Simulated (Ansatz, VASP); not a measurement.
## Two plane-wave programs on ZnCd2S3

```
CELL_PARAMETERS angstrom
4.19983 0.00000 0.00000
0.00000 4.19983 0.00000
0.00000 0.00000 8.34680
ATOMIC_POSITIONS crystal
Zn 0.00000 0.00000 0.82338
Cd 0.00000 0.50000 0.39967
Cd 0.50000 0.00000 0.39967
S 0.00000 0.50000 0.91063
S 0.50000 0.00000 0.91063
S 0.00000 0.00000 0.45074
```

Alike in both runs: task relaxation of cell and atoms; functional PBE; k mesh 4 × 4 × 2; occupations gaussian, width 0.1 eV; no spin polarisation.

|  | VASP | Ansatz |
| --- | --- | --- |
| version | VASP 6.6.1 | Ansatz 0.2.0 |
| potentials or method | VASP PAW PBE potentials, release 64 (Zn, Cd, S), cutoff 600 eV | scalar-relativistic, plane waves, PAW |
| valence electrons in the cell | 54 | 70 |

Ansatz gave:

```
gap on the k mesh at the Fermi level, each at its own relaxed structure (eV) : none
relaxed volume (Å³/atom)                                                     : 25.19
relaxed cell length with the largest relative difference (Å)                 : 6.417
```

Q: Estimate VASP's values.

A: gap on the k mesh at the Fermi level, each at its own relaxed structure (eV): none; relaxed volume (Å³/atom): 24.15; relaxed cell length with the largest relative difference (Å): 5.367.

A gap of «none» marks a metal or a gap that the smearing closes. One of these differences is far larger than is usual between the two programs; its cause wasn't traced. VASP's potentials hold 54 valence electrons a cell and Ansatz's 70, so a difference there can come from the potentials and not from the codes.

The k mesh is coarse, so the values compare programs but aren't converged.
